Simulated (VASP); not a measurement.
Input of a VASP 6.6.1 run:

Contents of INCAR:

```
  PREC = Accurate
  ENCUT = 520
  EDIFF = 1E-6
  ISMEAR = 0
  SIGMA = 0.05
  LREAL = F
  LASPH = T
  NELM = 80
  ALGO = Normal
  ISIF = 2
  LWAVE = F
  LCHARG = F
  GGA = CA
  NBANDS = 12
```

KPOINTS

```
regular mesh
0
Gamma
  8 8 8
```

File POSCAR:

```
CsH
1.0
    0.0000000000      3.0000228601      3.6000274321
    3.0000228601      0.0000000000      3.6000274321
    3.0000228601      3.0000228601      0.0000000000
Cs H
1 1
Direct
    0.0000000000      0.0000000000      0.0000000000
    0.5000000000      0.5000000000      0.5000000000
```

Potentials or basis: VASP PAW LDA potentials, release 64 (Cs_sv, H).

Run with:

```sh
$ cat potpaw_LDA.64/Cs_sv/POTCAR potpaw_LDA.64/H/POTCAR > POTCAR
$ mpirun -np 1 vasp_std > vasp.out
```

Estimate the pressure.

-0.5 GPa.

What does it give for the band gap on the k mesh?

1.80 eV, direct.

Stress tensor (GPa, compression positive):
```
 0.32  0.00  0.00
 0.00  0.32  0.00
 0.00  0.00 -2.22
```

Caveat: spin-orbit coupling is left out, which moves the levels of the heavy elements. A k mesh can miss the band edges.
